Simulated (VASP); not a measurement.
Wanted: the native input for a VASP 6.6.1 run.

```
Task                   : single point
Functional             : r2SCAN
Potentials or basis    : VASP PAW PBE potentials, release 64 (Si, O)
Cutoff                 : 520 eV
k mesh                 : 6 × 6 × 8
Occupations            : gaussian, width 0.05 eV
Spin                   : no spin polarisation
Dipole correction      : no
Further INCAR settings : ALGO = Normal; EDIFF = 1e-06; NBANDS = 25
```

Crystal: SiO2.

```
Si O
1.0
     4.18541    0.00000    0.00000
     0.00000    4.18541    0.00000
     0.00000    0.00000    2.88224
Si O
2 4
Cartesian
  2.0927 2.0927 1.4411
  0.0000 0.0000 0.0000
  2.9042 2.9042 0.0000
  0.8115 3.3739 1.4411
  1.2812 1.2812 0.0000
  3.3739 0.8115 1.4411
```

This cell differs from its parent crystal: strain +0.000 along x and y, +0.080 along z.

One way to write it, as run:

POSCAR

```
SiO2
1.0
    4.1854060762      0.0000000000      0.0000000000
    0.0000000000      4.1854060762      0.0000000000
    0.0000000000      0.0000000000      2.8822445712
Si O
2 4
Direct
    0.5000000000      0.5000000000      0.5000000000
    0.0000000000      0.0000000000      0.0000000000
    0.6938852014      0.6938852014      0.0000000000
    0.1938852014      0.8061147986      0.5000000000
    0.3061147986      0.3061147986      0.0000000000
    0.8061147986      0.1938852014      0.5000000000
```

INCAR.step1

```
SYSTEM = SiO2
PREC = Accurate ; ENCUT = 520
ISMEAR = 0 ; SIGMA = 0.05
LREAL = .False. ; LASPH = .True.
NELM = 60 ; NBANDS = 25
GGA = PE ; ALGO = Normal
EDIFF = 1E-4 ; LWAVE = .True.
LCHARG = .False.
```

INCAR.step2

```
SYSTEM = SiO2
PREC = Accurate ; ENCUT = 520
EDIFF = 1E-6 ; ISMEAR = 0
SIGMA = 0.05 ; LREAL = .False.
LASPH = .True. ; NELM = 60
ALGO = Normal ; ISIF = 2
LWAVE = .False. ; LCHARG = .False.
METAGGA = R2SCAN ; LMIXTAU = .True.
NBANDS = 25 ; ISTART = 1
```

KPOINTS

```
regular mesh
0
Gamma
  6 6 8
  0 0 0
```

Potentials or basis: VASP PAW PBE potentials, release 64 (Si, O).

Command:

```sh
$ cat potpaw_PBE.64/Si/POTCAR potpaw_PBE.64/O/POTCAR > POTCAR
$ cp INCAR.step1 INCAR
$ mpirun -np 1 vasp_std > vasp.out
$ cp INCAR.step2 INCAR
$ mpirun -np 1 vasp_std > vasp.out
```

Results of the run:

```yaml
Pressure: -23.8 GPa
Largest_force: 0.237 eV/Å
Band_gap_on_the_k_mesh: 4.81 eV, direct
```

Caveat: the cell differs from its parent crystal (strain +0.000 along x and y, +0.080 along z); the PAW data sets were made with another functional, which shifts forces and pressure a little.

It took 76 s on 1 thread of Intel(R) Xeon(R) 6975P-C (Granite Rapids) (shared host), peak memory 0.19 GiB.
